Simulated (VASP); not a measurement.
# Co (P6_3/mmc) in VASP: notebook

Runs on Co. Level: PBE. Tasks: single point.

Program: VASP 6.6.1. These are calculated values, not measurements. Logs are shortened: lines on timing, memory, paths and dates and some standing lists are left out, and cuts for length are marked.

## Step 1: The cell of the first run

It takes space group P6_3/mmc (No. 194, hexagonal). Conventional cell: a = 2.568 Å, b = 2.568 Å, c = 4.171 Å, α = 90.00°, β = 90.00°, γ = 120.00°. Co (site symmetry -6m2) has 12 Co at 2.56 to 2.57 Å within 3.4 Å.

## Step 2: Single point, PBE, collinear spin, ferromagnetic start (volume scaled by 1.06)

File INCAR:

```
SYSTEM = Co
ALGO = Normal
EDIFF = 1E-6
ENCUT = 520
GGA = PE
ISIF = 2
ISMEAR = -1
ISPIN = 2
LASPH = .TRUE.
LCHARG = .FALSE.
LMAXMIX = 4
LORBIT = 11
LREAL = .FALSE.
LWAVE = .FALSE.
MAGMOM = 2 2
NBANDS = 20
NELM = 150
PREC = Accurate
SIGMA = 0.05
```

File KPOINTS:

```
k-points
0
G
  19 19 10
  0 0 0
```

File POSCAR:

```
Co
1.0
    2.5684055861      0.0000000000      0.0000000000
   -1.2842027931      2.2243044849      0.0000000000
    0.0000000000      0.0000000000      4.1712360565
Co
2
Direct
    0.3333333333      0.6666666667      0.2500000000
    0.6666666667      0.3333333333      0.7500000000
```

Potentials or basis: VASP PAW PBE potentials, release 64 (Co).

The run is started by

```console
$ cat potpaw_PBE.64/Co/POTCAR > POTCAR
$ mpirun -np 1 vasp_std > vasp.out
```

OUTCAR:

```text
SYSTEM = Co
   EDIFF = 1E-6
   ENCUT = 520
   GGA = PE
   ISIF = 2
   ISMEAR = -1
   ISPIN = 2
   LASPH = .TRUE.
   LORBIT = 11
   LREAL = .FALSE.
   NELM = 150
   PREC = Accurate

 ion  position               nearest neighbor table
   1  0.333  0.667  0.250-   2 2.56   2 2.56   2 2.56   2 2.56   2 2.56   2 2.56
   2  0.667  0.333  0.750-   1 2.56   1 2.56   1 2.56   1 2.56   1 2.56   1 2.56

  LATTYP: Found a hexagonal cell.
 ALAT       =     2.5684055861
 C/A-ratio  =     1.6240566050

  Lattice vectors:

 A1 = (   2.5684055861,   0.0000000000,   0.0000000000)
 A2 = (  -1.2842027931,   2.2243044849,   0.0000000000)
 A3 = (   0.0000000000,   0.0000000000,   4.1712360565)

Analysis of symmetry for initial positions (statically):
=====================================================================
 Subroutine PRICEL returns:
 Original cell was already a primitive cell.

 Routine SETGRP: Setting up the symmetry group for a
 hexagonal supercell.

 Subroutine GETGRP returns: Found 24 space group operations
 (whereof 12 operations were pure point group operations)
 out of a pool of 24 trial point group operations.

The static configuration has the point symmetry D_3d.
 The point group associated with its full space group is D_6h.

Analysis of symmetry for dynamics (positions and initial velocities):
=====================================================================
 Subroutine PRICEL returns:
 Original cell was already a primitive cell.

 Routine SETGRP: Setting up the symmetry group for a
 hexagonal supercell.

 Subroutine GETGRP returns: Found 24 space group operations
 (whereof 12 operations were pure point group operations)
 out of a pool of 24 trial point group operations.

The dynamic configuration has the point symmetry D_3d.
 The point group associated with its full space group is D_6h.

Analysis of structural, dynamic, and magnetic symmetry:
=====================================================================
 Subroutine PRICEL returns:
 Original cell was already a primitive cell.

 Routine SETGRP: Setting up the symmetry group for a
 hexagonal supercell.

 Subroutine GETGRP returns: Found 24 space group operations
 (whereof 12 operations were pure point group operations)
 out of a pool of 24 trial point group operations.

The overall configuration has the point symmetry D_3d.
 The point group associated with its full space group is D_6h.

 Subroutine INISYM returns: Found 24 space group operations
 (whereof 12 operations are pure point group operations),
 and found     1 'primitive' translations

----------------------------------------------------------------------------------------

                                     Primitive cell

  volume of cell :      23.8299

  direct lattice vectors                    reciprocal lattice vectors
     2.568405586  0.000000000  0.000000000     0.389346607  0.224789368  0.000000000
    -1.284202793  2.224304485  0.000000000     0.000000000  0.449578737  0.000000000
     0.000000000  0.000000000  4.171236056     0.000000000  0.000000000  0.239737091

  length of vectors
     2.568405586  2.568405586  4.171236056     0.449578737  0.449578737  0.239737091

  position of ions in fractional coordinates (direct lattice)
     0.333333333  0.666666667  0.250000000
     0.666666667  0.333333333  0.750000000

  ion indices of the primitive-cell ions
   primitive index   ion index
                 1           1
                 2           2

----------------------------------------------------------------------------------------

 KPOINTS: k-points

Automatic generation of k-mesh.
 Grid dimensions read from file:
 generate k-points for:   19   19   10

 Generating k-lattice:

  Cartesian coordinates                     Fractional coordinates (reciprocal lattice)
     0.020491927  0.011831019  0.000000000     0.052631579  0.000000000  0.000000000
     0.000000000  0.023662039  0.000000000     0.000000000  0.052631579  0.000000000
     0.000000000  0.000000000  0.023973709     0.000000000  0.000000000  0.100000000

  Length of vectors
     0.023662039  0.023662039  0.023973709

  Shift w.r.t. Gamma in fractional coordinates (k-lattice)
     0.000000000  0.000000000  0.000000000

 Subroutine IBZKPT returns following result:
 ===========================================

 Found    240 irreducible k-points:

 Following reciprocal coordinates:
            Coordinates               Weight
  0.000000  0.000000  0.000000      1.000000
  0.052632  0.000000  0.000000      6.000000
  0.105263  0.000000  0.000000      6.000000
  0.157895  0.000000  0.000000      6.000000
  0.210526  0.000000  0.000000      6.000000
  0.263158  0.000000  0.000000      6.000000
[... 16 lines left out ...]
  0.263158  0.105263  0.000000     12.000000
  0.315789  0.105263  0.000000     12.000000
 [... further k-points ...]
   k-points           NKPTS =    240   k-points in BZ     NKDIM =    240   number of bands    NBANDS=     20
   number of dos      NEDOS =    301   number of ions     NIONS =      2
   total plane-waves  NPLWV =  12800
   dimension x,y,z NGX =    20 NGY =   20 NGZ =   32
   dimension x,y,z NGXF=    40 NGYF=   40 NGZF=   64
   ions per type =               2
   NGX,Y,Z   is equivalent  to a cutoff of  12.95, 12.95, 12.75 a.u.
   NGXF,Y,Z  is equivalent  to a cutoff of  25.89, 25.89, 25.51 a.u.
 SYSTEM =  Co
   PREC   = accura    normal or accurate (medium, high low for compatibility)
   ISTART =      0    job   : 0-new  1-cont  2-samecut
   ICHARG =      2    charge: 1-file 2-atom 10-const
   ISPIN  =      2    spin polarized calculation?
   LNONCOLLINEAR =      F non collinear calculations
   LSORBIT =      F    spin-orbit coupling
   LASPH  =      T    aspherical Exc in radial PAW
   ENCUT  =  520.0 eV  38.22 Ry    6.18 a.u.   4.78  4.78  7.76*2*pi/ulx,y,z
   NELM   =    150;   NELMIN=  2; NELMDL= -5     # of ELM steps
   EDIFF  = 0.1E-05   stopping-criterion for ELM
   LREAL  =      F    real-space projection
   EDIFFG = 0.1E-04   stopping-criterion for IOM
   NSW    =      0    number of steps for IOM
   IBRION =     -1    ionic relax: 0-MD 1-quasi-New 2-CG
   NFREE  =      0    steps in history (QN), initial steepest desc. (CG)
   ISIF   =      2    stress and relaxation
   ISYM   =      2    0-nonsym 1-usesym 2-fastsym
   POTIM  = 0.5000    time-step for ionic-motion
   TEBEG  =    0.0;   TEEND  =   0.0 temperature during run
   PSTRESS=    0.0 pullay stress
   NELECT =      18.0000    total number of electrons
   NUPDOWN=      -1.0000    fix difference up-down
   EMIN   =  10.00;   EMAX   =-10.00  energy-range for DOS
   EFERMI =   0.00;   METHOD = LEGACY
   ISMEAR =    -1;   SIGMA  =   0.05  broadening in eV -4-tet -1-fermi 0-gaus
   EFERMI_NEDOS =   21; number of points for ismear=-14 and -15
   IALGO  =     38    algorithm
   IMIX   =      4    mixing-type and parameters
     AMIX     =   0.40;   BMIX     =  1.00
     AMIX_MAG =   1.60;   BMIX_MAG =  1.00
  volume/ion in A,a.u.               =      11.91        80.41
  Fermi-wavevector in a.u.,A,eV,Ry     =   1.490933  2.817455 30.244135  2.222881
  Thomas-Fermi vector in A             =   2.603652
   LORBIT       =     11    0 simple, 1 ext, 2 COOP (PROOUT), +10 PAW based schemes
   GGA     = PE    functional components
   LHFCALC =     F    Hartree Fock is set to
   AEXX    =    0.0000 exact exchange contribution
   IVDW    =     0    specifies the selected vdW correction
   LEPSILON=     F    determine dielectric tensor
   LRPA    =     F    only Hartree local field effects (RPA)
 spin polarized calculation
  energy-cutoff  :      520.00
  volume of cell :       23.83
 maximum number of plane-waves:       656
 NGX is ok and might be reduce to    20
   NGX =  9   NGY =  9   NGZ = 15

 number of electron      18.0000010 magnetization       3.3538163

 Free energy of the ion-electron system (eV)
  ---------------------------------------------------
  ext. energy  EPLUGINS =         0.00000000
  ---------------------------------------------------
  free energy    TOTEN  =       -13.95778729 eV

  energy without entropy =      -13.94153671  energy(sigma->0) =      -13.94966200

 E-fermi :   8.9987     XC(G=0): -12.8630

 val. band max:        8.9961371019   @ k =   0.3684   0.2105   0.5000
 cond. band min:       9.0022847532   @ k =   0.1579   0.1579   0.2000
 fundamental gap:      0.0061476513
 Fermi energy:         8.9986786304

 spin component 1

 k-point     1 :       0.0000    0.0000    0.0000
  band No.  band energies     occupation
      1       0.6256      1.00000
      2       4.2640      1.00000
      3       6.4682      1.00000
      4       6.5052      1.00000
      5       6.5052      1.00000
      6       6.7658      1.00000
[... 12 lines left out ...]
     19      33.3791      0.00000
     20      33.3791      0.00000
[... 507 lines left out ...]
 k-point    24 :       0.3158    0.1053    0.0000
  band No.  band energies     occupation
      1       4.2164      1.00000
      2       4.9844      1.00000
      3       5.1352      1.00000
      4       5.9729      1.00000
      5       6.3536      1.00000
      6       6.6871      1.00000
[... 12 lines left out ...]
     19      30.7027      0.00000
     20      32.2929      0.00000

 [... further k-points ...]

 spin component 2

 k-point     1 :       0.0000    0.0000    0.0000
  band No.  band energies     occupation
      1       0.6013      1.00000
      2       5.2372      1.00000
      3       8.1547      1.00000
      4       8.2113      1.00000
      5       8.2113      1.00000
      6       8.5233      0.99993
[... 12 lines left out ...]
     19      33.6527      0.00000
     20      33.6527      0.00000
[... 507 lines left out ...]
 k-point    24 :       0.3158    0.1053    0.0000
  band No.  band energies     occupation
      1       4.5428      1.00000
      2       6.3112      1.00000
      3       6.4165      1.00000
      4       7.1129      1.00000
      5       8.0257      1.00000
      6       8.3145      1.00000
[... 12 lines left out ...]
     19      31.0256      0.00000
     20      32.6088      0.00000

 [... further k-points ...]
[... 5 lines left out ...]
  --------------------------------------------------------------------------------------
  -------------------------------------------------------------------------------------
  Total       -2.3575398     -2.3575398     -2.4711717      0.0000000     -0.0000000     -0.0000000
  in kB     -158.5064751   -158.5064751   -166.1463856      0.0000000     -0.0000000     -0.0000000
  external PRESSURE =    -161.0531119 kB  Pullay stress =       0.0000000 kB

 VOLUME and BASIS-vectors are now :
 -----------------------------------------------------------------------------
  energy-cutoff  :      520.00
  volume of cell :       23.83
      direct lattice vectors                 reciprocal lattice vectors
     2.568405586  0.000000000  0.000000000     0.389346607  0.224789368  0.000000000
    -1.284202793  2.224304485  0.000000000     0.000000000  0.449578737  0.000000000
     0.000000000  0.000000000  4.171236056     0.000000000  0.000000000  0.239737091

 POSITION                                       TOTAL-FORCE (eV/Angst)
 -----------------------------------------------------------------------------------
     -0.00000      1.48287      1.04281         0.000000     -0.000000      0.000000
      1.28420      0.74143      3.12843        -0.000000      0.000000     -0.000000
 -----------------------------------------------------------------------------------
    total drift:                               -0.000000      0.000000     -0.000000

  FREE ENERGIE OF THE ION-ELECTRON SYSTEM (eV)
  ---------------------------------------------------
  free  energy   TOTEN  =       -13.9577872879 eV

  energy  without entropy=      -13.9415367090  energy(sigma->0) =      -13.94966200

 total charge

# of ion       s       p       d       tot
------------------------------------------
    1        0.452   0.446   7.207   8.106
    2        0.452   0.446   7.207   8.106
--------------------------------------------------
tot          0.904   0.892  14.415  16.211

 magnetization (x)

# of ion       s       p       d       tot
------------------------------------------
    1       -0.013  -0.052   1.781   1.716
    2       -0.013  -0.052   1.781   1.716
--------------------------------------------------
tot         -0.027  -0.104   3.562   3.432
```

Run time: 76 s. Hardware: 1 thread of Intel Xeon 6975P-C (Granite Rapids), shared host; peak memory 0.27 GiB.

Results:

* Free energy: -13.9578 eV
* Pressure: -16.1 GPa
* Net moment: 3.35 μB per cell
* Site moments: Co +1.72 μB
* Valence electrons inside the program's atomic spheres: Co 8.11

Stress tensor (GPa, compression positive):
```
-15.85   0.00   0.00
  0.00 -15.85   0.00
  0.00   0.00 -16.61
```

Levels at points of the mesh, in eV from the Fermi level:
Spin up:
```
           k point  band 8  band 9  band 10  band 11  band 12  band 13  band 14  band 15
(0.00, 0.00, 0.00)   -1.93   -1.93    -0.99    -0.99    -0.06     5.49    21.23    22.94
(0.00, 0.00, 0.50)   -2.55   -1.26    -1.26    -1.26    -1.26    13.87    13.87    21.89
```
Spin down:
```csv
k point,band 3,band 4,band 5,band 6,band 7,band 8,band 9,band 10,band 11,band 12
"(0.00, 0.00, 0.00)",-0.84,-0.79,-0.79,-0.48,-0.48,-0.16,-0.08,-0.08,0.97,0.97
"(0.00, 0.00, 0.50)",-1.33,-1.33,-0.84,-0.84,-0.84,-0.84,0.67,0.67,0.67,0.67
```

## Step 3: Single point, PBE, collinear spin, ferromagnetic start (volume scaled by 0.94)

File INCAR:

```
  PREC = Accurate
  ENCUT = 520
  EDIFF = 1E-7
  ISMEAR = -1
  SIGMA = 0.05
  LREAL = F
  LASPH = T
  NELM = 150
  ALGO = Normal
  ISIF = 2
  LWAVE = F
  LCHARG = F
  ISPIN = 2
  MAGMOM = 2 2
  LORBIT = 11
  LMAXMIX = 4
  GGA = PE
  NBANDS = 20
```

File KPOINTS:

```
Automatic mesh
0
Gamma
  19 19 10
```

File POSCAR:

```
Co
1.0
    2.4675782595      0.0000000000      0.0000000000
   -1.2337891298      2.1369854586      0.0000000000
    0.0000000000      0.0000000000      4.0074867708
Co
2
Direct
    0.3333333333      0.6666666667      0.2500000000
    0.6666666667      0.3333333333      0.7500000000
```

Potentials or basis: VASP PAW PBE potentials, release 64 (Co).

The run is started by

```console
$ cat potpaw_PBE.64/Co/POTCAR > POTCAR
$ mpirun -np 1 vasp_std > vasp.out
```

Wall time 94 s (1 thread of Intel Xeon 6975P-C (Granite Rapids), shared host); peak memory 0.24 GiB.

It converged, with:

```
Free energy                                           : -14.0688 eV
Pressure                                              : 5.3 GPa
Net moment                                            : 3.16 μB per cell
Site moments                                          : Co +1.60 μB
Valence electrons inside the program's atomic spheres : Co 8.33
```

Stress tensor (GPa, compression positive):
```
5.85 0.00 0.00
0.00 5.85 0.00
0.00 0.00 4.17
```

Levels at points of the mesh, in eV from the Fermi level:
Spin up:
```
           k point  band 7  band 8  band 9  band 10  band 11  band 12  band 13  band 14  band 15  band 16
(0.00, 0.00, 0.00)   -2.29   -1.92   -1.92    -0.79    -0.79    -0.13     6.54    22.26    25.13    25.13
(0.00, 0.00, 0.50)   -2.68   -2.68   -1.11    -1.11    -1.11    -1.11    15.23    15.23    23.00    23.00
```
Spin down:
```
           k point  band 5  band 6  band 7  band 8  band 9  band 10
(0.00, 0.00, 0.00)   -1.01   -0.63   -0.63   -0.19   -0.17    -0.17
(0.00, 0.00, 0.50)   -1.07   -1.07   -1.07   -1.07    0.72     0.72
```
